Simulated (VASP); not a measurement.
Runs of VASP 6.6.1 on MnSb. It takes space group P6_3/mmc (No. 194, hexagonal). Conventional cell: a = 4.150 Å, b = 4.150 Å, c = 5.780 Å, α = 90.00°, β = 90.00°, γ = 120.00°. Mn (site symmetry -3m) has 6 Sb at 2.80 Å and 2 Mn at 2.89 Å within 3.7 Å. Within 3.7 Å of Sb (site symmetry -6m2) lie 6 Mn at 2.80 Å. 

```tsv
task	spin	fixed moment (μB)	k mesh for the DOS	occupations for the DOS	pressure (GPa)	moment (μB)
single point	collinear, ferromagnetic start	7.66	-	-	-3.3	7.66
single point	collinear, ferromagnetic start	8.66	-	-	1.1	8.66
single point	collinear, ferromagnetic start	6.0	-	-	(b)	6.00
single point	collinear, ferromagnetic start	-	-	-	(a)	6.65
single point	collinear, zero start	0.0	-	-	-19.6	0.00
```

Alike in all rows: level PBEsol; potentials or basis VASP PAW PBE potentials, release 64 (Mn_pv, Sb); cell as given; k mesh 9 × 9 × 6; cutoff (eV) 520; smearing fermi-dirac 0.1 eV.

Estimate the missing entries.

(a) -7.1; (b) -9.5.

Caveats: the PAW data sets were made with another functional, which shifts forces and pressure a little; the total moment is fixed, so each spin has its own Fermi level (some runs).
